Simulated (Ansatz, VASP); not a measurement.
## Yb: VASP beside Ansatz

Contents of INCAR:

```
SYSTEM = Yb
PREC = Accurate
ENCUT = 520
EDIFF = 1E-6
ISMEAR = -1
SIGMA = 0.1
LREAL = .False.
LASPH = .True.
NELM = 60
ALGO = Normal
ISIF = 2
LWAVE = .False.
LCHARG = .False.
GGA = CA
NBANDS = 31
```

KPOINTS

```
Automatic mesh
0
Gamma
  17 17 9
  0 0 0
```

Contents of POSCAR:

```
Yb
1.0
    3.5053546195      0.0000000000      0.0000000000
   -1.7526773097      3.0357261498      0.0000000000
    0.0000000000      0.0000000000      5.7537487512
Yb
2
Direct
    0.3333333333      0.6666666667      0.2500000000
    0.6666666667      0.3333333333      0.7500000000
```

Input for Ansatz:

```yaml
crystal:
  lattice:
    - [3.5053546195, 0.0, 0.0]
    - [-1.7526773097, 3.0357261498, 0.0]
    - [0.0, 0.0, 5.7537487512]
  atoms:
    - { symbol: Yb, position: [0.3333333333, 0.6666666667, 0.25] }
    - { symbol: Yb, position: [0.6666666667, 0.3333333333, 0.75] }
hamiltonian:
  xc: lda
  pseudopotentials:
    kind: paw
    azcp:
      Yb: "pseudopotentials/Yb.paw.azcp"
basis:
  ecutwfc: 420
  fft_grid_basis: typed
kpoints:
  mp_grid: { grid: [17, 17, 9], shift: [0, 0, 0] }
magnetization:
  spin_polarized: false
scf:
  occupations: { method: fermi_dirac, width: 0.1 }
output:
  stress: true
  write_density: true
  write_potential: true
  elf: true
  volumetric_format: npy
```

Alike in both runs: task single point; functional LDA; k mesh 17 × 17 × 9; occupations fermi-dirac, width 0.1 eV; no spin polarisation.

|  | VASP | Ansatz |
| --- | --- | --- |
| version | VASP 6.6.1 | Ansatz 0.2.0 |
| potentials or method | VASP PAW PBE potentials, release 64 (Yb), cutoff 520 eV | plane waves (420 eV) with PAW, scalar-relativistic |
| valence electrons in the cell | 48 | 48 |

|  | VASP | Ansatz | Ansatz less VASP |
| --- | --- | --- | --- |
| pressure (GPa) | -2.3 | -0.9 | +1.41 |

VASP's potentials were made for PBE, not for LDA, and Ansatz warns of the same on its side. LDA's correlation is that of Perdew and Zunger in VASP and of Perdew and Wang (1992) in Ansatz.

Neither program's run includes spin-orbit coupling.
